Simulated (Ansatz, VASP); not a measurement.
# Ag: VASP beside Ansatz

```xyz
1
Lattice="0.0000 2.0966 2.0966 2.0966 0.0000 2.0966 2.0966 2.0966 0.0000" Properties=species:S:1:pos:R:3 pbc="T T T"
Ag    0.0000    0.0000    0.0000
```

Alike in both runs: functional revPBE; k mesh 13 × 13 × 13; occupations fermi-dirac, width 0.1 eV; no spin polarisation.

Ansatz relaxed the structure, and its values are those at the end. VASP's run is a single point on that final structure, the one shown.

|  | VASP | Ansatz |
| --- | --- | --- |
| version | VASP 6.6.1 | Ansatz 0.2.0 |
| potentials or method | VASP PAW PBE potentials, release 64 (Ag), cutoff 520 eV | plane waves (420 eV) with PAW, scalar-relativistic |
| valence electrons in the cell | 11 | 19 |

|  | VASP | Ansatz | Ansatz less VASP |
| --- | --- | --- | --- |
| pressure (GPa) | -0.1 | 0.0 | +0.06 |

VASP's potentials were made for PBE, not for revPBE. With one functional, cell and mesh, what is left measures potentials, basis and numerics. VASP's potentials hold 11 valence electrons a cell and Ansatz's 19, so a difference there can come from the potentials and not from the codes.
